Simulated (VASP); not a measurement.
# Sr (a cell with a defect) in VASP: single point with r2SCAN

Aim: the single point of Sr (a cell with a defect) with r2SCAN.

All numbers are computed with VASP 6.6.1; they aren't measurements. Logs are shortened: lines on timing, memory, paths and dates and some standing lists are left out, and cuts for length are marked.

**1. The cell of the first run**

The cell holds a defect, 3 atoms: a = 5.931 Å, b = 5.888 Å, c = 7.380 Å, α = 113.12°, β = 115.24°, γ = 87.15°.

**2. Single point, r2SCAN**

File POSCAR:

```
Sr
1.0
   -5.9292810000     -0.0183680000      0.1469960000
   -0.1469960000      0.0952270000      5.8857160000
    3.0565070000      6.0489540000     -2.9211290000
Sr
3
Direct
    0.9912640000      0.0134330000      0.0022200000
    0.4903840000      0.4973490000      0.9971450000
    0.7194740000      0.2579130000      0.4721090000
```

File INCAR.step1:

```
SYSTEM = Sr
PREC = Accurate
ENCUT = 520
ISMEAR = -1
SIGMA = 0.1
LREAL = .FALSE.
LASPH = .TRUE.
NELM = 80
NBANDS = 22
GGA = PE
ALGO = Normal
EDIFF = 1E-4
LWAVE = .TRUE.
LCHARG = .FALSE.
```

File INCAR.step2:

```
SYSTEM = Sr
PREC = Accurate
ENCUT = 520
EDIFF = 1E-6
ISMEAR = -1
SIGMA = 0.1
LREAL = .FALSE.
LASPH = .TRUE.
NELM = 80
ALGO = Normal
ISIF = 2
LWAVE = .FALSE.
LCHARG = .FALSE.
METAGGA = R2SCAN
LMIXTAU = .TRUE.
NBANDS = 22
ISTART = 1
```

File KPOINTS:

```
Automatic mesh
0
G
  4 4 3
  0 0 0
```

Potentials or basis: VASP PAW PBE potentials, release 64 (Sr_sv).

Started as:

```console
$ cat potpaw_PBE.64/Sr_sv/POTCAR > POTCAR
$ cp INCAR.step1 INCAR
$ mpirun -np 1 vasp_std > vasp.out
$ cp INCAR.step2 INCAR
$ mpirun -np 1 vasp_std > vasp.out
```

OUTCAR:

```text
SYSTEM = Sr
   PREC = Accurate
   ENCUT = 520
   EDIFF = 1E-6
   ISMEAR = -1
   LREAL = .FALSE.
   LASPH = .TRUE.
   NELM = 80
   ISIF = 2
   METAGGA = R2SCAN
   ISTART = 1

 ion  position               nearest neighbor table
   1  0.991  0.013  0.002-   2 4.01   3 4.08   2 4.14   3 4.16   2 4.23   2 4.33   3 4.33   3 4.40

   2  0.490  0.497  0.997-   3 3.97   1 4.01   1 4.14   1 4.23   3 4.29   1 4.33   3 4.34   3 4.38

   3  0.719  0.258  0.472-   2 3.97   1 4.08   1 4.16   2 4.29   1 4.33   2 4.34   2 4.38   1 4.40

  LATTYP: Found a triclinic cell.
 ALAT       =     5.8883213939
 B/A-ratio  =     1.8855448477
 C/A-ratio  =     1.2745739799
 COS(alpha) =     0.0072684043
 COS(beta)  =     0.4376569201
 COS(gamma) =     0.7913967248

  Lattice vectors:

 A1 = (   0.1469960000,  -0.0952270000,  -5.8857160000)
 A2 = (   3.2035030000,   5.9537270000,  -8.8068450000)
 A3 = (   3.0197700000,  -6.1258130000,  -3.1115830000)

Analysis of symmetry for initial positions (statically):
=====================================================================
 Subroutine PRICEL returns:
 Original cell was already a primitive cell.

 Routine SETGRP: Setting up the symmetry group for a
 triclinic supercell.

 Subroutine GETGRP returns: Found  1 space group operations
 (whereof  1 operations were pure point group operations)
 out of a pool of  2 trial point group operations.

The static configuration has the point symmetry C_1 .

Analysis of symmetry for dynamics (positions and initial velocities):
=====================================================================
 Subroutine PRICEL returns:
 Original cell was already a primitive cell.

 Routine SETGRP: Setting up the symmetry group for a
 triclinic supercell.

 Subroutine GETGRP returns: Found  1 space group operations
 (whereof  1 operations were pure point group operations)
 out of a pool of  2 trial point group operations.

The dynamic configuration has the point symmetry C_1 .

 Subroutine INISYM returns: Found  1 space group operations
 (whereof  1 operations are pure point group operations),
 and found     1 'primitive' translations

----------------------------------------------------------------------------------------

                                     Primitive cell

  volume of cell :     212.2501

  direct lattice vectors                    reciprocal lattice vectors
    -5.929281000 -0.018368000  0.146996000    -0.169048666  0.082734181 -0.005560582
    -0.146996000  0.095227000  5.885716000     0.003936473  0.079485949  0.168715147
     3.056507000  6.048954000 -2.921129000    -0.000575297  0.164317740 -0.002672921

  length of vectors
     5.931131290  5.888321394  7.380045675     0.188290510  0.186543058  0.164340486

  position of ions in fractional coordinates (direct lattice)
     0.991264000  0.013433000  0.002220000
     0.490384000  0.497349000  0.997145000
     0.719474000  0.257913000  0.472109000

  ion indices of the primitive-cell ions
   primitive index   ion index
                 1           1
                 2           2
                 3           3

----------------------------------------------------------------------------------------

 KPOINTS: Automatic mesh

Automatic generation of k-mesh.
 Grid dimensions read from file:
 generate k-points for:    4    4    3

 Generating k-lattice:

  Cartesian coordinates                     Fractional coordinates (reciprocal lattice)
    -0.042262167  0.020683545 -0.001390145     0.250000000 -0.000000000 -0.000000000
     0.000984118  0.019871487  0.042178787     0.000000000  0.250000000  0.000000000
    -0.000191766  0.054772580 -0.000890974    -0.000000000  0.000000000  0.333333333

  Length of vectors
     0.047072628  0.046635765  0.054780162

  Shift w.r.t. Gamma in fractional coordinates (k-lattice)
     0.000000000  0.000000000  0.000000000

 Subroutine IBZKPT returns following result:
 ===========================================

 Found     26 irreducible k-points:

 Following reciprocal coordinates:
            Coordinates               Weight
  0.000000  0.000000  0.000000      1.000000
  0.250000 -0.000000  0.000000      2.000000
  0.500000 -0.000000  0.000000      1.000000
  0.000000  0.250000  0.000000      2.000000
  0.250000  0.250000  0.000000      2.000000
  0.500000  0.250000  0.000000      2.000000
[... 16 lines left out ...]
 -0.000000 -0.250000  0.333333      2.000000
  0.250000 -0.250000  0.333333      2.000000
 [... further k-points ...]
   k-points           NKPTS =     26   k-points in BZ     NKDIM =     26   number of bands    NBANDS=     22
   number of dos      NEDOS =    301   number of ions     NIONS =      3
   total plane-waves  NPLWV = 129024
   dimension x,y,z NGX =    48 NGY =   48 NGZ =   56
   dimension x,y,z NGXF=    96 NGYF=   96 NGZF=  112
   ions per type =               3
   NGX,Y,Z   is equivalent  to a cutoff of  13.45, 13.55, 12.61 a.u.
   NGXF,Y,Z  is equivalent  to a cutoff of  26.91, 27.10, 25.23 a.u.
 SYSTEM =  Sr
   PREC   = accura    normal or accurate (medium, high low for compatibility)
   ISTART =      1    job   : 0-new  1-cont  2-samecut
   ICHARG =      0    charge: 1-file 2-atom 10-const
   ISPIN  =      1    spin polarized calculation?
   LNONCOLLINEAR =      F non collinear calculations
   LSORBIT =      F    spin-orbit coupling
   LASPH  =      T    aspherical Exc in radial PAW
   ENCUT  =  520.0 eV  38.22 Ry    6.18 a.u.  11.03 10.95 13.72*2*pi/ulx,y,z
   NELM   =     80;   NELMIN=  2; NELMDL=  0     # of ELM steps
   EDIFF  = 0.1E-05   stopping-criterion for ELM
   LREAL  =      F    real-space projection
[... 7 lines left out ...]
   TEBEG  =    0.0;   TEEND  =   0.0 temperature during run
   PSTRESS=    0.0 pullay stress
   NELECT =      30.0000    total number of electrons
   NUPDOWN=      -1.0000    fix difference up-down
   EMIN   =  10.00;   EMAX   =-10.00  energy-range for DOS
   EFERMI =   0.00;   METHOD = LEGACY
   ISMEAR =    -1;   SIGMA  =   0.10  broadening in eV -4-tet -1-fermi 0-gaus
   EFERMI_NEDOS =   21; number of points for ismear=-14 and -15
   IALGO  =     38    algorithm
   IMIX   =      4    mixing-type and parameters
     AMIX     =   0.40;   BMIX     =  1.00
     AMIX_MAG =   1.60;   BMIX_MAG =  1.00
  volume/ion in A,a.u.               =      70.75       477.44
  Fermi-wavevector in a.u.,A,eV,Ry     =   0.852771  1.611504  9.894416  0.727219
  Thomas-Fermi vector in A             =   1.969111
   LORBIT       =      0    0 simple, 1 ext, 2 COOP (PROOUT), +10 PAW based schemes
   METAGGA = R2SCAN    functional components
   LHFCALC =     F    Hartree Fock is set to
   AEXX    =    0.0000 exact exchange contribution
   IVDW    =     0    specifies the selected vdW correction
   LEPSILON=     F    determine dielectric tensor
   LRPA    =     F    only Hartree local field effects (RPA)
 non-spin polarized calculation
  energy-cutoff  :      520.00
  volume of cell :      212.25
 maximum number of plane-waves:      5738
 NGX is ok and might be reduce to    48
   NGX = 23   NGY = 21   NGZ = 27

 number of electron      30.0000000 magnetization

 Free energy of the ion-electron system (eV)
  ---------------------------------------------------
  ext. energy  EPLUGINS =         0.00000000
  ---------------------------------------------------
  free energy    TOTEN  =       -44.06759138 eV

  energy without entropy =      -43.93101946  energy(sigma->0) =      -43.99930542

 E-fermi :   0.6867     XC(G=0):  -6.9254

 val. band max:        0.6778821001   @ k =   0.2500  -0.0000   0.0000
 cond. band min:       0.6995873300   @ k =   0.5000  -0.0000   0.0000
 fundamental gap:      0.0217052299
 Fermi energy:         0.6867229551

 k-point     1 :       0.0000    0.0000    0.0000
  band No.  band energies     occupation
      1     -37.7634      2.00000
      2     -37.6898      2.00000
      3     -37.6766      2.00000
      4     -19.1557      2.00000
      5     -19.1382      2.00000
      6     -19.1253      2.00000
[... 14 lines left out ...]
     21       2.0400      0.00000
     22       2.2259      0.00000

 k-point     2 :       0.2500   -0.0000    0.0000
  band No.  band energies     occupation
      1     -37.7630      2.00000
      2     -37.6881      2.00000
      3     -37.6787      2.00000
      4     -19.1519      2.00000
      5     -19.1472      2.00000
      6     -19.1215      2.00000
[... 14 lines left out ...]
     21       2.2694      0.00000
     22       2.3932      0.00000

 k-point     3 :       0.5000   -0.0000    0.0000
  band No.  band energies     occupation
      1     -37.7626      2.00000
      2     -37.6841      2.00000
      3     -37.6830      2.00000
      4     -19.1580      2.00000
      5     -19.1467      2.00000
      6     -19.1018      2.00000
[... 14 lines left out ...]
     21       2.6233      0.00000
     22       2.8555      0.00000

 k-point     4 :       0.0000    0.2500    0.0000
  band No.  band energies     occupation
      1     -37.7631      2.00000
      2     -37.6881      2.00000
      3     -37.6786      2.00000
      4     -19.1599      2.00000
      5     -19.1390      2.00000
      6     -19.1191      2.00000
[... 14 lines left out ...]
     21       2.2692      0.00000
     22       2.3809      0.00000

 k-point     5 :       0.2500    0.2500    0.0000
  band No.  band energies     occupation
      1     -37.7627      2.00000
      2     -37.6881      2.00000
      3     -37.6790      2.00000
      4     -19.1604      2.00000
      5     -19.1501      2.00000
      6     -19.1265      2.00000
[... 14 lines left out ...]
     21       2.3729      0.00000
     22       2.5882      0.00000

 k-point     6 :       0.5000    0.2500    0.0000
  band No.  band energies     occupation
      1     -37.7625      2.00000
      2     -37.6853      2.00000
      3     -37.6819      2.00000
      4     -19.1641      2.00000
      5     -19.1464      2.00000
      6     -19.1197      2.00000
[... 14 lines left out ...]
     21       2.4920      0.00000
     22       2.9200      0.00000

 k-point     7 :      -0.2500    0.2500    0.0000
  band No.  band energies     occupation
      1     -37.7629      2.00000
      2     -37.6858      2.00000
      3     -37.6811      2.00000
      4     -19.1574      2.00000
      5     -19.1462      2.00000
      6     -19.1229      2.00000
[... 324 lines left out ...]
      6     -19.1232      2.00000
[... 14 lines left out ...]
     21       2.5176      0.00000
     22       2.9048      0.00000

 k-point    21 :       0.5000    0.5000    0.3333
  band No.  band energies     occupation
      1     -37.7624      2.00000
      2     -37.6860      2.00000
      3     -37.6813      2.00000
      4     -19.1690      2.00000
      5     -19.1503      2.00000
      6     -19.1404      2.00000
[... 14 lines left out ...]
     21       2.4826      0.00000
     22       3.0637      0.00000

 k-point    22 :      -0.2500    0.5000    0.3333
  band No.  band energies     occupation
      1     -37.7625      2.00000
      2     -37.6854      2.00000
      3     -37.6817      2.00000
      4     -19.1687      2.00000
      5     -19.1392      2.00000
      6     -19.1259      2.00000
[... 14 lines left out ...]
     21       2.2938      0.00000
     22       3.1478      0.00000

 k-point    23 :      -0.0000   -0.2500    0.3333
  band No.  band energies     occupation
      1     -37.7628      2.00000
      2     -37.6884      2.00000
      3     -37.6786      2.00000
      4     -19.1541      2.00000
      5     -19.1449      2.00000
      6     -19.1189      2.00000
[... 14 lines left out ...]
     21       2.3931      0.00000
     22       2.5394      0.00000

 k-point    24 :       0.2500   -0.2500    0.3333
  band No.  band energies     occupation
      1     -37.7625      2.00000
      2     -37.6862      2.00000
      3     -37.6811      2.00000
      4     -19.1594      2.00000
      5     -19.1466      2.00000
      6     -19.1055      2.00000
[... 14 lines left out ...]
     21       2.5088      0.00000
     22       2.7428      0.00000

 [... further k-points ...]
[... 5 lines left out ...]
  --------------------------------------------------------------------------------------
  -------------------------------------------------------------------------------------
  Total       -0.2179056      0.6502600     -0.3916974     -0.0548393     -0.4818116      0.5173071
  in kB       -1.6448678      4.9085102     -2.9567413     -0.4139562     -3.6369720      3.9049105
  external PRESSURE =       0.1023004 kB  Pullay stress =       0.0000000 kB

 VOLUME and BASIS-vectors are now :
 -----------------------------------------------------------------------------
  energy-cutoff  :      520.00
  volume of cell :      212.25
      direct lattice vectors                 reciprocal lattice vectors
    -5.929281000 -0.018368000  0.146996000    -0.169048666  0.082734181 -0.005560582
    -0.146996000  0.095227000  5.885716000     0.003936473  0.079485949  0.168715147
     3.056507000  6.048954000 -2.921129000    -0.000575297  0.164317740 -0.002672921

 POSITION                                       TOTAL-FORCE (eV/Angst)
 -----------------------------------------------------------------------------------
     -5.87267     -0.00350      0.21829         0.005860     -0.184413     -0.133621
      0.06705      6.07004      0.08655         0.029945     -0.221290      0.254749
     -2.86087      2.86711      0.24467        -0.035804      0.405703     -0.121127
 -----------------------------------------------------------------------------------
    total drift:                                0.000017      0.000068     -0.000003

  FREE ENERGIE OF THE ION-ELECTRON SYSTEM (eV)
  ---------------------------------------------------
  free  energy   TOTEN  =       -44.0675913841 eV

  energy  without entropy=      -43.9310194624  energy(sigma->0) =      -43.99930542
```

Run time: 17 min. Hardware: 1 thread of Intel Xeon Platinum 8259CL at 2.50GHz (Skylake/Cascade Lake), shared host; peak memory 0.4 GiB.

What came out:

* Free energy: -44.0676 eV
* Pressure: 0.0 GPa
* Largest force: 0.425 eV/Å
* Band gap on the k mesh: zero (band 15 reaches 0.85 eV, above the bottom of band 16 at 0.41 eV)

Forces in eV/Å, atoms in the order of the input:
```
Sr   0.006 -0.184 -0.134
Sr   0.030 -0.221  0.255
Sr  -0.036  0.406 -0.121
```

Stress tensor (GPa, compression positive):
```
-0.16 -0.04  0.39
-0.04  0.49 -0.36
 0.39 -0.36 -0.30
```

Caveat: the PAW data sets were made with another functional, which shifts forces and pressure a little.
